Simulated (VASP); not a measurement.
Wanted: the native input for a VASP 6.6.1 run.

- Task: single point
- Functional: PBE
- Potentials or basis: VASP PAW PBE potentials, release 64 (Al, Ru_pv)
- Cutoff: 520 eV
- k mesh: 12 × 12 × 12
- Occupations: gaussian, width 0.1 eV
- Spin: no spin polarisation
- Dipole correction: no
- Further INCAR settings: ALGO = Fast; EDIFF = 1e-06; NBANDS = 42

The structure of Al3Ru4 lies in POSCAR:

```
Al3Ru4
1.0
    2.1078086818      1.2169439098      6.2436805035
   -2.1078086818      1.2169439098      6.2436805035
    0.0000000000     -2.4338878197      6.2436805035
Al Ru
3 4
Direct
    0.4248398354      0.4248398354      0.4248398354
    0.5751601646      0.5751601646      0.5751601646
    0.0000000000      0.0000000000      0.0000000000
    0.7171637727      0.7171637727      0.7171637727
    0.2828362273      0.2828362273      0.2828362273
    0.1405297059      0.1405297059      0.1405297059
    0.8594702941      0.8594702941      0.8594702941
```

The input as run:

INCAR

```
SYSTEM = Al3Ru4
ALGO = Fast
EDIFF = 1E-6
ENCUT = 520
GGA = PE
ISIF = 2
ISMEAR = 0
LASPH = .True.
LCHARG = .True.
LELF = .True.
LREAL = .False.
LVHAR = .True.
LWAVE = .False.
NBANDS = 42
NELM = 80
PREC = Accurate
SIGMA = 0.1
```

KPOINTS

```
k-points
0
Gamma
  12 12 12
  0 0 0
```

Potentials or basis: VASP PAW PBE potentials, release 64 (Al, Ru_pv).

The run is started by

```console
$ cat potpaw_PBE.64/Al/POTCAR potpaw_PBE.64/Ru_pv/POTCAR > POTCAR
$ mpirun -np 1 vasp_std > vasp.out
```

It gave:

The pressure is 0.0 GPa. The largest force is 0.004 eV/Å. The band gap on the k mesh is zero (an odd number of electrons rules out a gap without spin polarisation).

It took 37 min on 1 thread of Intel(R) Xeon(R) Platinum 8488C (Sapphire Rapids), on a shared host, peak memory 0.75 GiB.
